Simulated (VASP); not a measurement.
# Co (P-3m1) in VASP: a series of runs, part 2 of 2

VASP 6.6.1. The steps go on from the part before.

## 4. Relaxation of cell and atoms, PBEsol, collinear spin, ferromagnetic start, target pressure 20 GPa, at which the enthalpy is minimised

INCAR

```
ALGO = Normal
EDIFF = 1E-6
EDIFFG = -0.01
ENCUT = 600
GGA = PS
IBRION = 2
ISIF = 3
ISMEAR = -1
ISPIN = 2
LASPH = T
LCHARG = F
LMAXMIX = 4
LORBIT = 11
LREAL = F
LWAVE = F
MAGMOM = 2 2
NELM = 150
NSW = 60
PREC = Accurate
PSTRESS = 200.0
SIGMA = 0.05
```

KPOINTS

```
k-points
0
Gamma
  12 12 7
```

POSCAR

```
Co
1.0
    2.4873648738      0.0000000000      0.0000000000
   -1.2436824369      2.1541211692      0.0000000000
    0.0000000000      0.0000000000      4.0632895034
Co
2
Direct
    0.3333333333      0.6666666667      0.7401390000
    0.6666666667      0.3333333333      0.2598610000
```

Potentials or basis: VASP PAW PBE potentials, release 64 (Co).

Run with:

```sh
$ cat potpaw_PBE.64/Co/POTCAR > POTCAR
$ mpirun -np 1 vasp_std > vasp.out
```

OUTCAR:

```text
EDIFF = 1E-6
   EDIFFG = -0.01
   ENCUT = 600
   GGA = PS
   IBRION = 2
   ISIF = 3
   ISMEAR = -1
   ISPIN = 2
   LASPH = T
   LORBIT = 11
   LREAL = F
   NELM = 150
   NSW = 60
   PREC = Accurate
   PSTRESS = 200.0

 ion  position               nearest neighbor table
   1  0.333  0.667  0.740-   2 2.42   2 2.42   2 2.42   2 2.55   2 2.55   2 2.55
   2  0.667  0.333  0.260-   1 2.42   1 2.42   1 2.42   1 2.55   1 2.55   1 2.55

  LATTYP: Found a hexagonal cell.
 ALAT       =     2.4873648738
 C/A-ratio  =     1.6335719565

  Lattice vectors:

 A1 = (   2.4873648738,   0.0000000000,   0.0000000000)
 A2 = (  -1.2436824369,   2.1541211692,   0.0000000000)
 A3 = (   0.0000000000,   0.0000000000,   4.0632895034)

Analysis of symmetry for initial positions (statically):
=====================================================================
 Subroutine PRICEL returns:
 Original cell was already a primitive cell.

 Routine SETGRP: Setting up the symmetry group for a
 hexagonal supercell.

 Subroutine GETGRP returns: Found 12 space group operations
 (whereof 12 operations were pure point group operations)
 out of a pool of 24 trial point group operations.

The static configuration has the point symmetry D_3d.

Analysis of symmetry for dynamics (positions and initial velocities):
=====================================================================
 Subroutine PRICEL returns:
 Original cell was already a primitive cell.

 Routine SETGRP: Setting up the symmetry group for a
 hexagonal supercell.

 Subroutine GETGRP returns: Found 12 space group operations
 (whereof 12 operations were pure point group operations)
 out of a pool of 24 trial point group operations.

The dynamic configuration has the point symmetry D_3d.

Analysis of structural, dynamic, and magnetic symmetry:
=====================================================================
 Subroutine PRICEL returns:
 Original cell was already a primitive cell.

 Routine SETGRP: Setting up the symmetry group for a
 hexagonal supercell.

 Subroutine GETGRP returns: Found 12 space group operations
 (whereof 12 operations were pure point group operations)
 out of a pool of 24 trial point group operations.

The overall configuration has the point symmetry D_3d.

 Subroutine INISYM returns: Found 12 space group operations
 (whereof 12 operations are pure point group operations),
 and found     1 'primitive' translations

----------------------------------------------------------------------------------------

                                     Primitive cell

  volume of cell :      21.7715

  direct lattice vectors                    reciprocal lattice vectors
     2.487364874  0.000000000  0.000000000     0.402031889  0.232113220  0.000000000
    -1.243682437  2.154121169  0.000000000     0.000000000  0.464226439  0.000000000
     0.000000000  0.000000000  4.063289503     0.000000000  0.000000000  0.246106018

  length of vectors
     2.487364874  2.487364874  4.063289503     0.464226439  0.464226439  0.246106018

  position of ions in fractional coordinates (direct lattice)
     0.333333333  0.666666667  0.740139000
     0.666666667  0.333333333  0.259861000

  ion indices of the primitive-cell ions
   primitive index   ion index
                 1           1
                 2           2

[... 85 lines left out ...]
   EFERMI =   0.00;   METHOD = LEGACY
   ISMEAR =    -1;   SIGMA  =   0.05  broadening in eV -4-tet -1-fermi 0-gaus
   EFERMI_NEDOS =   21; number of points for ismear=-14 and -15
   IALGO  =     38    algorithm
   IMIX   =      4    mixing-type and parameters
     AMIX     =   0.40;   BMIX     =  1.00
     AMIX_MAG =   1.60;   BMIX_MAG =  1.00
  volume/ion in A,a.u.               =      10.89        73.46
  Fermi-wavevector in a.u.,A,eV,Ry     =   1.536514  2.903591 32.121660  2.360875
  Thomas-Fermi vector in A             =   2.643152
   LORBIT       =     11    0 simple, 1 ext, 2 COOP (PROOUT), +10 PAW based schemes
   GGA     = PS    functional components
   LHFCALC =     F    Hartree Fock is set to
   AEXX    =    0.0000 exact exchange contribution
   IVDW    =     0    specifies the selected vdW correction
   LEPSILON=     F    determine dielectric tensor
   LRPA    =     F    only Hartree local field effects (RPA)
 conjugate gradient relaxation of ions
 spin polarized calculation
  energy-cutoff  :      600.00
  volume of cell :       21.77
 maximum number of plane-waves:       756
   NGX =  9   NGY =  9   NGZ = 17

--------------------------------------- Ionic step        1  -------------------------------------------

 number of electron      17.9999997 magnetization       3.2480291

 Free energy of the ion-electron system (eV)
  ---------------------------------------------------
  ext. energy  EPLUGINS =         0.00000000
  ---------------------------------------------------
  free energy    TOTEN  =       -15.41677342 eV

  energy without entropy =      -15.40142354  energy(sigma->0) =      -15.40909848

------------------------ aborting loop because EDIFF is reached ----------------------------------------

  FORCE on cell =-STRESS in cart. coord.  units (eV):
  Direction    XX          YY          ZZ          XY          YZ          ZX
  --------------------------------------------------------------------------------------
  -------------------------------------------------------------------------------------
  Total       -1.2429383     -1.2429383     -1.6364466      0.0000000      0.0000000      0.0000000
  in kB      -91.4687509    -91.4687509   -120.4273200      0.0000000      0.0000000      0.0000000
  external PRESSURE =    -301.1216073 kB  Pullay stress =     200.0000000 kB
[... 97 lines left out ...]
  energy  without entropy=      -15.3791817254  energy(sigma->0) =      -15.38538375

  enthalpy is  TOTEN    =       -12.9673289309 eV   P V=        2.4242568481

[... ionic steps 4 to 8 ...]

--------------------------------------- Ionic step        9  -------------------------------------------

 number of electron      18.0000003 magnetization       2.9813018

------------------------ aborting loop because EDIFF is reached ----------------------------------------
[... 71 lines left out ...]
--------------------------------------- Ionic step       11  -------------------------------------------

 number of electron      18.0000003 magnetization       2.9813450

 Free energy of the ion-electron system (eV)
  ---------------------------------------------------
  ext. energy  EPLUGINS =         0.00000000
  ---------------------------------------------------
  free energy    TOTEN  =       -15.39657586 eV

  energy without entropy =      -15.38490480  energy(sigma->0) =      -15.39074033

 E-fermi :  11.8593     XC(G=0): -14.3031

 val. band max:       11.8582418491   @ k =   0.0000   0.2500   0.1429
 cond. band min:      11.9005154736   @ k =  -0.0833   0.4167   0.4286
 fundamental gap:      0.0422736245
 Fermi energy:        11.8592748656

 spin component 1

 k-point     1 :       0.0000    0.0000    0.0000
  band No.  band energies     occupation
      1       2.1739      1.00000
      2       6.1289      1.00000
      3       9.1167      1.00000
      4       9.1350      1.00000
      5       9.1350      1.00000
      6       9.5225      1.00000
      7       9.5225      1.00000
      8       9.9450      1.00000
      9       9.9450      1.00000
     10      11.2840      0.99999
     11      11.2840      0.99999
     12      11.6966      0.96278
     13      19.3794      0.00000
     14      34.7749      0.00000
[... 403 lines left out ...]
      4       8.6144      1.00000
      5       9.1564      1.00000
      6       9.4497      1.00000
      7       9.5908      1.00000
      8       9.8470      1.00000
      9      10.0173      1.00000
     10      10.1223      1.00000
     11      11.3683      0.99995
     12      13.9451      0.00000
     13      20.9637      0.00000
     14      29.7395      0.00000
     15      33.8885      0.00000

 [... further k-points ...]

 spin component 2

 k-point     1 :       0.0000    0.0000    0.0000
  band No.  band energies     occupation
      1       2.2563      1.00000
      2       7.0237      1.00000
      3      10.6235      1.00000
      4      10.6262      1.00000
      5      10.6262      1.00000
      6      11.0667      1.00000
      7      11.0667      1.00000
      8      11.5630      0.99734
      9      11.5630      0.99734
     10      11.7489      0.90101
     11      13.0153      0.00000
     12      13.0153      0.00000
     13      20.3696      0.00000
     14      34.6430      0.00000
[... 448 lines left out ...]
  energy  without entropy=      -15.3849047972  energy(sigma->0) =      -15.39074033

  enthalpy is  TOTEN    =       -12.9935787669 eV   P V=        2.4029970908

 reached required accuracy - stopping structural energy minimisation

 total charge

# of ion       s       p       d       tot
------------------------------------------
    1        0.542   0.638   7.354   8.534
    2        0.542   0.638   7.354   8.534
--------------------------------------------------
tot          1.084   1.276  14.708  17.069

 magnetization (x)

# of ion       s       p       d       tot
------------------------------------------
    1       -0.016  -0.051   1.551   1.484
    2       -0.016  -0.051   1.551   1.484
--------------------------------------------------
tot         -0.032  -0.101   3.101   2.968
```

OSZICAR:

```text
N       E                     dE             d eps       ncg     rms          rms(c)
DAV:   1     0.855984341747E+02    0.85598E+02   -0.94885E+03  6824   0.182E+03
DAV:   2    -0.154185211637E+02   -0.10102E+03   -0.93605E+02  6720   0.269E+02
DAV:   3    -0.178815298850E+02   -0.24630E+01   -0.23974E+01  7994   0.601E+01
[... 91 lines left out ...]
  10 F= -.12993559E+02 E0= -.12987708E+02  d E =-.860297E-03  mag=     2.9815
       N       E                     dE             d eps       ncg     rms          rms(c)
DAV:   1    -0.153966563311E+02    0.12870E-03   -0.34333E-03  7567   0.500E-01    0.598E-02
DAV:   2    -0.153965963916E+02    0.59939E-04   -0.67842E-05  9400   0.140E-01    0.307E-02
DAV:   3    -0.153965756186E+02    0.20773E-04   -0.24569E-05  8661   0.621E-02    0.146E-02
DAV:   4    -0.153965758577E+02   -0.23913E-06   -0.25225E-06  6226   0.229E-02
  11 F= -.12993579E+02 E0= -.12987743E+02  d E =-.196231E-04  mag=     2.9813
```

Run time: 5.8 min. Hardware: 1 thread of Intel Xeon Platinum 8488C (Sapphire Rapids), shared host; peak memory 0.21 GiB.

Results:

```yaml
Free_energy: -15.3966 eV
Relaxed_volume: 9.63 Å³/atom
Relaxed_cell: a = 2.397 Å, b = 2.397 Å, c = 3.870 Å, α = 90.00°, β = 90.00°, γ = 120.00°
Space_group_after_relaxing_to_0.1_Å: P6_3/mmc (No. 194)
Energy_change_on_relaxing_the_run_minimises_the_enthalpy: +10.1 meV/atom
Ionic_steps: 11
Pressure_after_relaxing: 19.9 GPa
Net_moment: 2.98 μB per cell
Site_moments: Co +1.48 μB
Valence_electrons_inside_the_program's_atomic_spheres: Co 8.53
```

The path:
```
step  energy change (eV)  largest force (eV/Å)  pressure (GPa)  volume (Å³)
   1              0.0000                0.4293          -10.11        21.77
   2              1.2443                0.9724          107.79        15.94
   3              0.0252                0.7401           17.89        19.42
   4              0.0424                0.7557           20.53        19.27
   5              0.0484                0.7608           21.35        19.22
   6              0.0375                0.0455           22.27        19.12
   7              0.0363                0.0146           22.21        19.13
   8             -0.0020                0.0075           16.58        19.45
   9              0.0203                0.0062           19.96        19.25
  10              0.0200                0.0059           19.88        19.25
  11              0.0202                0.0002           19.93        19.25
```

Final structure:
```xyz
2
Lattice="2.3965 0.0000 0.0000 -1.1983 2.0755 0.0000 0.0000 0.0000 3.8702" Properties=species:S:1:pos:R:3 pbc="T T T"
Co    0.0000    1.3836    2.9026
Co    1.1983    0.6918    0.9675
```

Levels at points of the mesh, in eV from the Fermi level:
Spin up:
```
           k point  band 7  band 8  band 9  band 10  band 11  band 12  band 13  band 14
(0.00, 0.00, 0.00)   -2.34   -1.91   -1.91    -0.58    -0.58    -0.16     7.52    22.92
(0.50, 0.00, 0.00)   -2.23   -0.42   -0.29    -0.24     1.69     3.98    10.68    11.48
```
Spin down:
| k point | band 3 | band 4 | band 5 | band 6 | band 7 | band 8 | band 9 | band 10 | band 11 | band 12 |
| --- | --- | --- | --- | --- | --- | --- | --- | --- | --- | --- |
| (0.00, 0.00, 0.00) | -1.24 | -1.23 | -1.23 | -0.79 | -0.79 | -0.30 | -0.30 | -0.11 | 1.16 | 1.16 |
| (0.50, 0.00, 0.00) | -3.89 | -2.08 | -1.42 | -1.28 | -0.79 | 1.31 | 1.48 | 1.51 | 2.90 | 4.93 |

Caveat: the cell is relaxed towards a set pressure, so the run minimises the enthalpy, not the energy; the PAW data sets were made with another functional, which shifts forces and pressure a little.

## 5. The runs side by side

```csv
task,level,potentials or basis,spin,fixed moment (μB),cell,k mesh,cutoff (eV),gap on the mesh (eV),pressure (GPa),moment (μB),largest force (eV/Å)
single point,PBE,"VASP PAW PBE potentials, release 64 (Co_sv)","collinear, ferromagnetic start",3.0,as given,10 × 10 × 6,690,-,-3.4,3.00,0.55
single point,PBE,"VASP PAW PBE potentials, release 64 (Co_sv)","non-collinear, typed start",-,as given,9 × 9 × 5,690,none,-2.0,3.10,0.50
relaxation of cell and atoms,PBEsol,"VASP PAW PBE potentials, release 64 (Co)","collinear, ferromagnetic start",-,relaxed to 20 GPa,12 × 12 × 7,600,none,19.9,2.98,-
```

Alike in all rows: smearing fermi-dirac 0.05 eV.

Caveats: the cell stands under tension (at least some runs); the total moment is fixed, so each spin has its own Fermi level and the state may be an excited one (at least some runs); the cell is relaxed towards a set pressure, so the run minimises the enthalpy, not the energy (at least some runs); the PAW data sets were made with another functional, which shifts forces and pressure a little (at least some runs).

Total energies depend on the potentials used, so only differences within one code and one set of settings carry meaning.

The gap in the log of VASP goes by the Fermi energy; the results here count the filled bands.